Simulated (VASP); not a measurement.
# BN (F-43m) in VASP: a series of runs

BN is run at these levels: PBEsol; tasks: relaxation of cell and atoms, single point.

All numbers are computed with VASP 6.6.1; they aren't measurements. Logs are shortened: lines on timing, memory, paths and dates and some standing lists are left out, and cuts for length are marked.

### 1 The cell of the first run

Symmetry: F-43m, No. 216, cubic system. The conventional cell has a = 3.606 Å, b = 3.606 Å, c = 3.606 Å, α = 90.00°, β = 90.00°, γ = 90.00°. Within 2.1 Å of B (site symmetry -43m) lie 4 N at 1.56 Å. N (site symmetry -43m) has 4 B at 1.56 Å within 2.1 Å.

### 2 Relaxation of cell and atoms, PBEsol

File INCAR:

```
SYSTEM = BN
ALGO = Normal ; EDIFF = 1E-6
EDIFFG = -0.001 ; ENCUT = 600
GGA = PS ; IBRION = 2
ISIF = 3 ; ISMEAR = 0
LASPH = .True. ; LCHARG = .False.
LREAL = .False. ; LWAVE = .False.
NELM = 80 ; NSW = 80
PREC = Accurate ; SIGMA = 0.01
```

File KPOINTS:

```
k-points
0
Gamma
  12 12 12
  0 0 0
```

File POSCAR:

```
BN
1.0
    0.0000000000      1.8028545064      1.8028545064
    1.8028545064      0.0000000000      1.8028545064
    1.8028545064      1.8028545064      0.0000000000
B N
1 1
Direct
    0.0000000000      0.0000000000      0.0000000000
    0.7500000000      0.7500000000      0.7500000000
```

Potentials or basis: VASP PAW PBE potentials, release 64 (B, N).

Run with:

```
cat potpaw_PBE.64/B/POTCAR potpaw_PBE.64/N/POTCAR > POTCAR
mpirun -np 1 vasp_std > vasp.out
```

OUTCAR:

```text
SYSTEM = BN
   EDIFF = 1E-6
   EDIFFG = -0.001
   ENCUT = 600
   GGA = PS
   IBRION = 2
   ISIF = 3
   ISMEAR = 0
   LASPH = .True.
   LREAL = .False.
   NELM = 80
   NSW = 80
   PREC = Accurate

 ion  position               nearest neighbor table
   1  0.000  0.000  0.000-   2 1.56   2 1.56   2 1.56   2 1.56
   2  0.750  0.750  0.750-   1 1.56   1 1.56   1 1.56   1 1.56

  LATTYP: Found a face centered cubic cell.
 ALAT       =     3.6057090128

  Lattice vectors:

 A1 = (   0.0000000000,   1.8028545064,   1.8028545064)
 A2 = (   1.8028545064,   0.0000000000,   1.8028545064)
 A3 = (   1.8028545064,   1.8028545064,   0.0000000000)

Analysis of symmetry for initial positions (statically):
=====================================================================
 Subroutine PRICEL returns:
 Original cell was already a primitive cell.

 Routine SETGRP: Setting up the symmetry group for a
 face centered cubic supercell.

 Subroutine GETGRP returns: Found 24 space group operations
 (whereof 24 operations were pure point group operations)
 out of a pool of 48 trial point group operations.

The static configuration has the point symmetry T_d .

Analysis of symmetry for dynamics (positions and initial velocities):
=====================================================================
 Subroutine PRICEL returns:
 Original cell was already a primitive cell.

 Routine SETGRP: Setting up the symmetry group for a
 face centered cubic supercell.

 Subroutine GETGRP returns: Found 24 space group operations
 (whereof 24 operations were pure point group operations)
 out of a pool of 48 trial point group operations.

The dynamic configuration has the point symmetry T_d .

 Subroutine INISYM returns: Found 24 space group operations
 (whereof 24 operations are pure point group operations),
 and found     1 'primitive' translations

----------------------------------------------------------------------------------------

                                     Primitive cell

  volume of cell :      11.7196

  direct lattice vectors                    reciprocal lattice vectors
     0.000000000  1.802854506  1.802854506    -0.277337965  0.277337965  0.277337965
     1.802854506  0.000000000  1.802854506     0.277337965 -0.277337965  0.277337965
     1.802854506  1.802854506  0.000000000     0.277337965  0.277337965 -0.277337965

  length of vectors
[... 91 lines left out ...]
   TEBEG  =    0.0;   TEEND  =   0.0 temperature during run
   PSTRESS=    0.0 pullay stress
   NELECT =       8.0000    total number of electrons
   NUPDOWN=      -1.0000    fix difference up-down
   EMIN   =  10.00;   EMAX   =-10.00  energy-range for DOS
   EFERMI =   0.00;   METHOD = LEGACY
   ISMEAR =     0;   SIGMA  =   0.01  broadening in eV -4-tet -1-fermi 0-gaus
   EFERMI_NEDOS =   21; number of points for ismear=-14 and -15
   IALGO  =     38    algorithm
   IMIX   =      4    mixing-type and parameters
     AMIX     =   0.40;   BMIX     =  1.00
     AMIX_MAG =   1.60;   BMIX_MAG =  1.00
  volume/ion in A,a.u.               =       5.86        39.54
  Fermi-wavevector in a.u.,A,eV,Ry     =   1.441454  2.723953 28.270048  2.077790
  Thomas-Fermi vector in A             =   2.560085
   LORBIT       =      0    0 simple, 1 ext, 2 COOP (PROOUT), +10 PAW based schemes
   GGA     = PS    functional components
   LHFCALC =     F    Hartree Fock is set to
   AEXX    =    0.0000 exact exchange contribution
   IVDW    =     0    specifies the selected vdW correction
   LEPSILON=     F    determine dielectric tensor
   LRPA    =     F    only Hartree local field effects (RPA)
 conjugate gradient relaxation of ions
 non-spin polarized calculation
 Gauss-broadening in eV      SIGMA  =   0.01
  energy-cutoff  :      600.00
  volume of cell :       11.72
 maximum number of plane-waves:       399
   NGX = 11   NGY = 11   NGZ = 11

--------------------------------------- Ionic step        1  -------------------------------------------

 number of electron       7.9999999 magnetization

 Free energy of the ion-electron system (eV)
  ---------------------------------------------------
  ext. energy  EPLUGINS =         0.00000000
  ---------------------------------------------------
  free energy    TOTEN  =       -18.35072066 eV

  energy without entropy =      -18.35072066  energy(sigma->0) =      -18.35072066

------------------------ aborting loop because EDIFF is reached ----------------------------------------

  FORCE on cell =-STRESS in cart. coord.  units (eV):
  Direction    XX          YY          ZZ          XY          YZ          ZX
  --------------------------------------------------------------------------------------
  -------------------------------------------------------------------------------------
  Total        0.0236084      0.0236084      0.0236084     -0.0000000      0.0000000     -0.0000000
  in kB        3.2274870      3.2274870      3.2274870     -0.0000000      0.0000000     -0.0000000
  external PRESSURE =       3.2274870 kB  Pullay stress =       0.0000000 kB
[... 95 lines left out ...]
--------------------------------------- Ionic step        4  -------------------------------------------

 number of electron       7.9999999 magnetization

 Free energy of the ion-electron system (eV)
  ---------------------------------------------------
  ext. energy  EPLUGINS =         0.00000000
  ---------------------------------------------------
  free energy    TOTEN  =       -18.35072984 eV

  energy without entropy =      -18.35072984  energy(sigma->0) =      -18.35072984

 E-fermi :   7.5558     XC(G=0): -13.0502

 val. band max:        7.4486711604   @ k =   0.0000   0.0000   0.0000
 cond. band min:      11.7324649182   @ k =   0.5000   0.5000   0.0000
 fundamental gap:      4.2837937578
 Fermi energy:         7.5558324244

 k-point     1 :       0.0000    0.0000    0.0000
  band No.  band energies     occupation
      1     -12.8840      2.00000
      2       7.4487      2.00000
      3       7.4487      2.00000
      4       7.4487      2.00000
      5      16.2428      0.00000
      6      16.2428      0.00000
      7      16.2428      0.00000
      8      17.8293      0.00000
[... 243 lines left out ...]
 k-point    24 :      -0.4167    0.1667    0.0000
  band No.  band energies     occupation
      1      -8.2140      2.00000
      2      -2.6917      2.00000
      3       3.2764      2.00000
      4       4.8469      2.00000
      5      16.6658      0.00000
      6      19.6718      0.00000
      7      19.6737      0.00000
      8      23.1377      0.00000

 [... further k-points ...]
[... 5 lines left out ...]
  --------------------------------------------------------------------------------------
  -------------------------------------------------------------------------------------
  Total        0.0005066      0.0005066      0.0005066     -0.0000000      0.0000000     -0.0000000
  in kB        0.0692069      0.0692069      0.0692069     -0.0000000      0.0000000     -0.0000000
  external PRESSURE =       0.0692069 kB  Pullay stress =       0.0000000 kB
[... 17 lines left out ...]
  FREE ENERGIE OF THE ION-ELECTRON SYSTEM (eV)
  ---------------------------------------------------
  free  energy   TOTEN  =       -18.3507298381 eV

  energy  without entropy=      -18.3507298381  energy(sigma->0) =      -18.35072984

 reached required accuracy - stopping structural energy minimisation
```

OSZICAR:

```text
N       E                     dE             d eps       ncg     rms          rms(c)
DAV:   1     0.118681899178E+02    0.11868E+02   -0.57834E+03  1184   0.112E+03
DAV:   2    -0.190656450893E+02   -0.30934E+02   -0.29466E+02  1600   0.202E+02
DAV:   3    -0.193081667397E+02   -0.24252E+00   -0.24252E+00  1384   0.209E+01
[... 18 lines left out ...]
DAV:   2    -0.183507305083E+02    0.11821E-04   -0.55409E-05  1416   0.601E-02    0.717E-03
DAV:   3    -0.183507299644E+02    0.54390E-06   -0.14123E-06   680   0.126E-02
   3 F= -.18350730E+02 E0= -.18350730E+02  d E =-.930741E-05
       N       E                     dE             d eps       ncg     rms          rms(c)
DAV:   1    -0.183507298959E+02    0.61245E-06   -0.20116E-06   576   0.140E-02    0.217E-03
DAV:   2    -0.183507298381E+02    0.57762E-07   -0.37332E-07   576   0.811E-03
   4 F= -.18350730E+02 E0= -.18350730E+02  d E =-.918110E-05
```

CONTCAR:

```text
BN
   1.00000000000000
    -0.0000000000000000    1.8033149569832072    1.8033149569832072
     1.8033149569832072   -0.0000000000000000    1.8033149569832072
     1.8033149569832072    1.8033149569832072    0.0000000000000000
  B               N
     1     1
Direct
     0.0000000000000000    0.0000000000000000    0.0000000000000000
     0.7500000000000000    0.7500000000000000    0.7500000000000000

  0.00000000E+00  0.00000000E+00  0.00000000E+00
  0.00000000E+00  0.00000000E+00  0.00000000E+00
```

Wall time 8.6 s (1 thread of Intel Xeon 6975P-C, shared host); peak memory 0.12 GiB.

What came out:

| Quantity | Value |
| --- | --- |
| Free energy | -18.3507 eV |
| Relaxed volume | 5.86 Å³/atom |
| Relaxed cell | a = 2.550 Å, b = 2.550 Å, c = 2.550 Å, α = 60.00°, β = 60.00°, γ = 60.00° |
| Space group after relaxing (to 0.05 Å) | F-43m (No. 216) |
| Energy gained by relaxing | 0.0 meV/atom |
| Ionic steps | 4 |
| Pressure after relaxing | 0.0 GPa |
| Band gap on the k mesh | 4.28 eV, indirect (least direct gap 8.79 eV) |

Final structure:
```
B N
1.0
     0.00000    1.80331    1.80331
     1.80331    0.00000    1.80331
     1.80331    1.80331    0.00000
B N
1 1
Direct
  0.00000 0.00000 0.00000
  0.75000 0.75000 0.75000
```

Caveat: the PAW data sets were made with another functional, which shifts forces and pressure a little. A k mesh can miss the band edges.

### 3 Single point, PBEsol

This run uses another cell than the first one, of 5.64 Å³/atom, 0.962 times its volume.

File INCAR:

```
SYSTEM = BN
  PREC = Accurate
  ENCUT = 520
  EDIFF = 1E-6
  ISMEAR = 0
  SIGMA = 0.01
  LREAL = .FALSE.
  LASPH = .TRUE.
  NELM = 100
  ALGO = Normal
  ISIF = 2
  LWAVE = .FALSE.
  LCHARG = .TRUE.
  GGA = PS
  LELF = .TRUE.
  LVHAR = .TRUE.
  NBANDS = 11
```

File KPOINTS:

```
regular mesh
0
G
  12 12 12
  0 0 0
```

File POSCAR:

```
BN
1.0
    0.0000000000      1.7797594426      1.7797594426
    1.7797594426      0.0000000000      1.7797594426
    1.7797594426      1.7797594426      0.0000000000
B N
1 1
Direct
    0.0000000000      0.0000000000      0.0000000000
    0.7500000000      0.7500000000      0.7500000000
```

Potentials or basis: VASP PAW PBE potentials, release 64 (B, N).

Run with:

```
cat potpaw_PBE.64/B/POTCAR potpaw_PBE.64/N/POTCAR > POTCAR
mpirun -np 1 vasp_std > vasp.out
```

It took 6.6 s on 1 thread of Intel Xeon Platinum 8559C (Emerald Rapids), shared host; peak memory 0.12 GiB.

It converged, with:

```
Free energy            : -18.3226 eV
Pressure               : 16.8 GPa
Band gap on the k mesh : 4.32 eV, indirect (least direct gap 8.98 eV)
```

Levels at points of the mesh, in eV from the valence-band top:
| k point | band 1 | band 2 | band 3 | band 4 | band 5 | band 6 | band 7 | band 8 | band 9 |
| --- | --- | --- | --- | --- | --- | --- | --- | --- | --- |
| (0.00, 0.00, 0.00) | -20.79 | 0.00 | 0.00 | 0.00 | 8.98 | 8.98 | 8.98 | 11.03 | 25.39 |
| (0.50, 0.00, 0.00) | -16.30 | -11.21 | -2.04 | -2.04 | 10.70 | 10.87 | 10.87 | 15.55 | 23.87 |
| (0.50, 0.50, 0.00) | -14.86 | -9.28 | -5.17 | -5.17 | 4.32 | 9.35 | 18.60 | 18.60 | 21.43 |

Caveat: the PAW data sets were made with another functional, which shifts forces and pressure a little.
